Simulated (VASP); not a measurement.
# LiSb3 (Pm-3m) in VASP: notebook

LiSb3 is run at these levels: PBE; tasks: single point.

All numbers are computed with VASP 6.6.1; they aren't measurements. Logs are shortened: lines on timing, memory, paths and dates and some standing lists are left out, and cuts for length are marked.

**1. The cell of the first run**

Symmetry: Pm-3m, No. 221, cubic system. Conventional cell: a = 4.585 Å, b = 4.585 Å, c = 4.585 Å, α = 90.00°, β = 90.00°, γ = 90.00°. Sb (site symmetry 4/mmm) has 8 Sb at 3.24 Å and 4 Li at 3.24 Å within 4.3 Å. Within 4.3 Å of Li (site symmetry m-3m) lie 12 Sb at 3.24 Å.

**2. Single point, PBE**

INCAR

```
SYSTEM = LiSb3
  PREC = Accurate
  ENCUT = 520
  EDIFF = 1E-6
  ISMEAR = -1
  SIGMA = 0.05
  LREAL = .False.
  LASPH = .True.
  NELM = 100
  ALGO = Normal
  ISIF = 2
  LWAVE = .False.
  LCHARG = .False.
  GGA = PE
  NBANDS = 17
```

KPOINTS

```
regular mesh
0
Gamma
  6 6 6
  0 0 0
```

POSCAR

```
LiSb3
1.0
    4.5854631462      0.0000000000      0.0000000000
    0.0000000000      4.5854631462      0.0000000000
    0.0000000000      0.0000000000      4.5854631462
Sb Li
3 1
Direct
    0.5000000000      0.5000000000      0.0000000000
    0.0000000000      0.5000000000      0.5000000000
    0.5000000000      0.0000000000      0.5000000000
    0.0000000000      0.0000000000      0.0000000000
```

Potentials or basis: VASP PAW PBE potentials, release 64 (Sb, Li_sv).

Run with:

```sh
> cat potpaw_PBE.64/Sb/POTCAR potpaw_PBE.64/Li_sv/POTCAR > POTCAR
> mpirun -np 1 vasp_std > vasp.out
```

OUTCAR:

```text
SYSTEM = LiSb3
   PREC = Accurate
   ENCUT = 520
   EDIFF = 1E-6
   ISMEAR = -1
   LREAL = .False.
   LASPH = .True.
   NELM = 100
   ISIF = 2
   GGA = PE

 ion  position               nearest neighbor table
   1  0.500  0.500  0.000-   2 3.24   3 3.24   2 3.24   3 3.24   3 3.24   3 3.24   2 3.24   2 3.24

   2  0.000  0.500  0.500-   1 3.24   3 3.24   1 3.24   3 3.24   1 3.24   3 3.24   1 3.24   3 3.24

   3  0.500  0.000  0.500-   1 3.24   2 3.24   1 3.24   1 3.24   2 3.24   1 3.24   2 3.24   2 3.24

   4  0.000  0.000  0.000-

  LATTYP: Found a simple cubic cell.
 ALAT       =     4.5854631462

  Lattice vectors:

 A1 = (   4.5854631462,   0.0000000000,   0.0000000000)
 A2 = (   0.0000000000,   4.5854631462,   0.0000000000)
 A3 = (   0.0000000000,   0.0000000000,   4.5854631462)

Analysis of symmetry for initial positions (statically):
=====================================================================
 Subroutine PRICEL returns:
 Original cell was already a primitive cell.

 Routine SETGRP: Setting up the symmetry group for a
 simple cubic supercell.

 Subroutine GETGRP returns: Found 48 space group operations
 (whereof 48 operations were pure point group operations)
 out of a pool of 48 trial point group operations.

The static configuration has the point symmetry O_h .

Analysis of symmetry for dynamics (positions and initial velocities):
=====================================================================
 Subroutine PRICEL returns:
 Original cell was already a primitive cell.

 Routine SETGRP: Setting up the symmetry group for a
 simple cubic supercell.

 Subroutine GETGRP returns: Found 48 space group operations
 (whereof 48 operations were pure point group operations)
 out of a pool of 48 trial point group operations.

The dynamic configuration has the point symmetry O_h .

 Subroutine INISYM returns: Found 48 space group operations
 (whereof 48 operations are pure point group operations),
 and found     1 'primitive' translations

----------------------------------------------------------------------------------------

                                     Primitive cell

  volume of cell :      96.4161

  direct lattice vectors                    reciprocal lattice vectors
     4.585463146  0.000000000  0.000000000     0.218080479  0.000000000  0.000000000
     0.000000000  4.585463146  0.000000000     0.000000000  0.218080479  0.000000000
     0.000000000  0.000000000  4.585463146     0.000000000  0.000000000  0.218080479

  length of vectors
     4.585463146  4.585463146  4.585463146     0.218080479  0.218080479  0.218080479

  position of ions in fractional coordinates (direct lattice)
     0.500000000  0.500000000  0.000000000
     0.000000000  0.500000000  0.500000000
     0.500000000  0.000000000  0.500000000
     0.000000000  0.000000000  0.000000000

  ion indices of the primitive-cell ions
   primitive index   ion index
                 1           1
                 2           2
                 3           3
                 4           4

----------------------------------------------------------------------------------------

 KPOINTS: regular mesh

Automatic generation of k-mesh.
 Grid dimensions read from file:
 generate k-points for:    6    6    6

 Generating k-lattice:

  Cartesian coordinates                     Fractional coordinates (reciprocal lattice)
     0.036346747  0.000000000  0.000000000     0.166666667  0.000000000  0.000000000
     0.000000000  0.036346747  0.000000000     0.000000000  0.166666667  0.000000000
     0.000000000  0.000000000  0.036346747     0.000000000  0.000000000  0.166666667

  Length of vectors
     0.036346747  0.036346747  0.036346747

  Shift w.r.t. Gamma in fractional coordinates (k-lattice)
     0.000000000  0.000000000  0.000000000

 Subroutine IBZKPT returns following result:
 ===========================================

 Found     20 irreducible k-points:

 Following reciprocal coordinates:
            Coordinates               Weight
  0.000000  0.000000  0.000000      1.000000
  0.166667  0.000000  0.000000      6.000000
  0.333333  0.000000  0.000000      6.000000
  0.500000  0.000000  0.000000      3.000000
  0.166667  0.166667  0.000000     12.000000
  0.333333  0.166667  0.000000     24.000000
[... 12 lines left out ...]
  0.500000  0.500000  0.333333      6.000000
  0.500000  0.500000  0.500000      1.000000
   k-points           NKPTS =     20   k-points in BZ     NKDIM =     20   number of bands    NBANDS=     17
   number of dos      NEDOS =    301   number of ions     NIONS =      4
   total plane-waves  NPLWV =  46656
   dimension x,y,z NGX =    36 NGY =   36 NGZ =   36
   dimension x,y,z NGXF=    72 NGYF=   72 NGZF=   72
   ions per type =               3   1
   NGX,Y,Z   is equivalent  to a cutoff of  13.05, 13.05, 13.05 a.u.
   NGXF,Y,Z  is equivalent  to a cutoff of  26.10, 26.10, 26.10 a.u.
 SYSTEM =  LiSb3
   PREC   = accura    normal or accurate (medium, high low for compatibility)
   ISTART =      0    job   : 0-new  1-cont  2-samecut
   ICHARG =      2    charge: 1-file 2-atom 10-const
   ISPIN  =      1    spin polarized calculation?
   LNONCOLLINEAR =      F non collinear calculations
   LSORBIT =      F    spin-orbit coupling
   LASPH  =      T    aspherical Exc in radial PAW
   ENCUT  =  520.0 eV  38.22 Ry    6.18 a.u.   8.53  8.53  8.53*2*pi/ulx,y,z
   NELM   =    100;   NELMIN=  2; NELMDL= -5     # of ELM steps
   EDIFF  = 0.1E-05   stopping-criterion for ELM
   LREAL  =      F    real-space projection
   EDIFFG = 0.1E-04   stopping-criterion for IOM
   NSW    =      0    number of steps for IOM
   IBRION =     -1    ionic relax: 0-MD 1-quasi-New 2-CG
   NFREE  =      0    steps in history (QN), initial steepest desc. (CG)
   ISIF   =      2    stress and relaxation
   ISYM   =      2    0-nonsym 1-usesym 2-fastsym
   POTIM  = 0.5000    time-step for ionic-motion
   TEBEG  =    0.0;   TEEND  =   0.0 temperature during run
   PSTRESS=    0.0 pullay stress
   NELECT =      18.0000    total number of electrons
   NUPDOWN=      -1.0000    fix difference up-down
   EMIN   =  10.00;   EMAX   =-10.00  energy-range for DOS
   EFERMI =   0.00;   METHOD = LEGACY
   ISMEAR =    -1;   SIGMA  =   0.05  broadening in eV -4-tet -1-fermi 0-gaus
   EFERMI_NEDOS =   21; number of points for ismear=-14 and -15
   IALGO  =     38    algorithm
   IMIX   =      4    mixing-type and parameters
     AMIX     =   0.40;   BMIX     =  1.00
     AMIX_MAG =   1.60;   BMIX_MAG =  1.00
  volume/ion in A,a.u.               =      24.10       162.66
  Fermi-wavevector in a.u.,A,eV,Ry     =   0.935655  1.768132 11.911227  0.875450
  Thomas-Fermi vector in A             =   2.062585
   LORBIT       =      0    0 simple, 1 ext, 2 COOP (PROOUT), +10 PAW based schemes
   GGA     = PE    functional components
   LHFCALC =     F    Hartree Fock is set to
   AEXX    =    0.0000 exact exchange contribution
   IVDW    =     0    specifies the selected vdW correction
   LEPSILON=     F    determine dielectric tensor
   LRPA    =     F    only Hartree local field effects (RPA)
 non-spin polarized calculation
  energy-cutoff  :      520.00
  volume of cell :       96.42
 maximum number of plane-waves:      2624
 NGX is ok and might be reduce to    36
   NGX = 17   NGY = 17   NGZ = 17

 number of electron      18.0000004 magnetization

 Free energy of the ion-electron system (eV)
  ---------------------------------------------------
  ext. energy  EPLUGINS =         0.00000000
  ---------------------------------------------------
  free energy    TOTEN  =       -14.46890382 eV

  energy without entropy =      -14.44727573  energy(sigma->0) =      -14.45808978

 E-fermi :   7.6370     XC(G=0):  -9.7504

 val. band max:        7.6229873645   @ k =   0.1667   0.1667   0.1667
 cond. band min:       7.6715016452   @ k =   0.5000   0.1667   0.0000
 fundamental gap:      0.0485142807
 Fermi energy:         7.6369716097

 k-point     1 :       0.0000    0.0000    0.0000
  band No.  band energies     occupation
      1     -39.8727      2.00000
      2      -5.0775      2.00000
      3       0.4103      2.00000
      4       0.4103      2.00000
      5       3.1447      2.00000
      6       3.1447      2.00000
[... 9 lines left out ...]
     16      12.9917      0.00000
     17      13.1034      0.00000

 k-point     2 :       0.1667    0.0000    0.0000
  band No.  band energies     occupation
      1     -39.8727      2.00000
      2      -4.9028      2.00000
      3      -0.4880      2.00000
      4       0.4777      2.00000
      5       3.3409      2.00000
      6       3.3409      2.00000
[... 9 lines left out ...]
     16      13.4290      0.00000
     17      14.1513      0.00000

 k-point     3 :       0.3333    0.0000    0.0000
  band No.  band energies     occupation
      1     -39.8728      2.00000
      2      -4.4127      2.00000
      3      -1.8442      2.00000
      4       0.6243      2.00000
      5       3.8845      2.00000
      6       3.8845      2.00000
[... 9 lines left out ...]
     16      13.6891      0.00000
     17      13.9553      0.00000

 k-point     4 :       0.5000    0.0000    0.0000
  band No.  band energies     occupation
      1     -39.8727      2.00000
      2      -3.9586      2.00000
      3      -2.6188      2.00000
      4       0.7048      2.00000
      5       4.3713      2.00000
      6       4.3713      2.00000
[... 9 lines left out ...]
     16      13.3877      0.00000
     17      13.3877      0.00000

 k-point     5 :       0.1667    0.1667    0.0000
  band No.  band energies     occupation
      1     -39.8728      2.00000
      2      -4.7274      2.00000
      3      -0.6525      2.00000
      4      -0.0360      2.00000
      5       3.4274      2.00000
      6       3.5385      2.00000
[... 9 lines left out ...]
     16      13.9592      0.00000
     17      14.2542      0.00000

 k-point     6 :       0.3333    0.1667    0.0000
  band No.  band energies     occupation
      1     -39.8728      2.00000
      2      -4.2342      2.00000
      3      -1.7577      2.00000
      4      -0.0045      2.00000
      5       3.7929      2.00000
      6       4.0883      2.00000
[... 9 lines left out ...]
     16      13.1923      0.00000
     17      14.6574      0.00000

 k-point     7 :       0.5000    0.1667    0.0000
  band No.  band energies     occupation
      1     -39.8727      2.00000
      2      -3.7696      2.00000
      3      -2.5137      2.00000
      4       0.1067      2.00000
      5       4.2579      2.00000
      6       4.4296      2.00000
[... 9 lines left out ...]
     16      12.8098      0.00000
     17      13.5774      0.00000

 k-point     8 :       0.3333    0.3333    0.0000
  band No.  band energies     occupation
      1     -39.8727      2.00000
      2      -3.7258      2.00000
      3      -1.7455      2.00000
      4      -0.9784      2.00000
      5       3.3125      2.00000
      6       4.6466      2.00000
[... 9 lines left out ...]
     16      12.3471      0.00000
     17      14.8053      0.00000
[... 123 lines left out ...]
      1     -39.8727      2.00000
      2      -3.0350      2.00000
      3      -2.1582      2.00000
      4      -1.0707      2.00000
      5       2.9558      2.00000
      6       3.1425      2.00000
[... 9 lines left out ...]
     16      13.5940      0.00000
     17      14.2148      0.00000

 k-point    16 :       0.5000    0.5000    0.1667
  band No.  band energies     occupation
      1     -39.8727      2.00000
      2      -2.2878      2.00000
      3      -2.0107      2.00000
      4      -2.0107      2.00000
      5       2.4283      2.00000
      6       3.4745      2.00000
[... 9 lines left out ...]
     16      14.5658      0.00000
     17      14.5658      0.00000

 k-point    17 :       0.3333    0.3333    0.3333
  band No.  band energies     occupation
      1     -39.8727      2.00000
      2      -3.0545      2.00000
      3      -1.3629      2.00000
      4      -1.3629      2.00000
      5       2.0211      2.00000
      6       3.5715      2.00000
[... 9 lines left out ...]
     16      14.8997      0.00000
     17      14.8997      0.00000

 k-point    18 :       0.5000    0.3333    0.3333
  band No.  band energies     occupation
      1     -39.8727      2.00000
      2      -2.5293      2.00000
      3      -1.8936      2.00000
      4      -1.2010      2.00000
      5       2.0531      2.00000
      6       3.0309      2.00000
[... 9 lines left out ...]
     16      14.6035      0.00000
     17      15.0567      0.00000

 k-point    19 :       0.5000    0.5000    0.3333
  band No.  band energies     occupation
      1     -39.8727      2.00000
      2      -1.8683      2.00000
      3      -1.7340      2.00000
      4      -1.7340      2.00000
      5       1.8729      2.00000
      6       2.5524      2.00000
[... 9 lines left out ...]
     16      15.1780      0.00000
     17      15.1780      0.00000

 k-point    20 :       0.5000    0.5000    0.5000
  band No.  band energies     occupation
      1     -39.8726      2.00000
      2      -1.5654      2.00000
      3      -1.5654      2.00000
      4      -1.5654      2.00000
      5       1.1689      2.00000
      6       2.6199      2.00000
[... 9 lines left out ...]
     16      15.8773      0.00000
     17      15.8773      0.00000

------------------------ aborting loop because EDIFF is reached ----------------------------------------

  FORCE on cell =-STRESS in cart. coord.  units (eV):
  Direction    XX          YY          ZZ          XY          YZ          ZX
  --------------------------------------------------------------------------------------
  -------------------------------------------------------------------------------------
  Total        2.3004250      2.3004250      2.3004250     -0.0000000      0.0000000     -0.0000000
  in kB       38.2268969     38.2268969     38.2268969     -0.0000000      0.0000000     -0.0000000
  external PRESSURE =      38.2268969 kB  Pullay stress =       0.0000000 kB

 VOLUME and BASIS-vectors are now :
 -----------------------------------------------------------------------------
  energy-cutoff  :      520.00
  volume of cell :       96.42
      direct lattice vectors                 reciprocal lattice vectors
     4.585463146  0.000000000  0.000000000     0.218080479  0.000000000  0.000000000
     0.000000000  4.585463146  0.000000000     0.000000000  0.218080479  0.000000000
     0.000000000  0.000000000  4.585463146     0.000000000  0.000000000  0.218080479

 POSITION                                       TOTAL-FORCE (eV/Angst)
 -----------------------------------------------------------------------------------
      2.29273      2.29273      0.00000         0.000000      0.000000      0.000000
      0.00000      2.29273      2.29273         0.000000      0.000000      0.000000
      2.29273      0.00000      2.29273         0.000000      0.000000      0.000000
      0.00000      0.00000      0.00000         0.000000      0.000000      0.000000
 -----------------------------------------------------------------------------------
    total drift:                               -0.000000      0.000000      0.000000

  FREE ENERGIE OF THE ION-ELECTRON SYSTEM (eV)
  ---------------------------------------------------
  free  energy   TOTEN  =       -14.4689038221 eV

  energy  without entropy=      -14.4472757314  energy(sigma->0) =      -14.45808978
```

Run time: 15 s. Hardware: 1 thread of Intel Xeon Platinum 8488C (Sapphire Rapids), shared host; peak memory 0.21 GiB.

What came out:

* Free energy: -14.4689 eV
* Band gap on the k mesh: zero (band 9 reaches 9.10 eV, above the bottom of band 10 at 6.49 eV)

Levels at points of the mesh, in eV from the Fermi level:
```tsv
k point	band 5	band 6	band 7	band 8	band 9	band 10	band 11	band 12	band 13	band 14
(0.00, 0.00, 0.00)	-4.49	-4.49	-4.49	0.66	0.88	0.88	0.88	2.72	2.72	2.72
(0.50, 0.00, 0.00)	-3.27	-3.27	-1.71	-1.71	-1.15	-1.15	-0.75	2.71	2.71	4.20
(0.50, 0.50, 0.00)	-5.27	-2.47	-1.51	-1.13	-1.13	-0.91	-0.91	2.68	3.99	4.13
(0.50, 0.50, 0.50)	-6.47	-5.02	-5.02	-5.02	0.32	4.28	4.28	4.71	4.71	4.71
```

Caveat: the cutoff is under 1.25 times the usual one of these potentials, so pressure, stress and relaxed cells hold a basis-set (Pulay) error; spin-orbit coupling is left out, which moves the levels of the heavy elements.

[end of part 1 of 2]
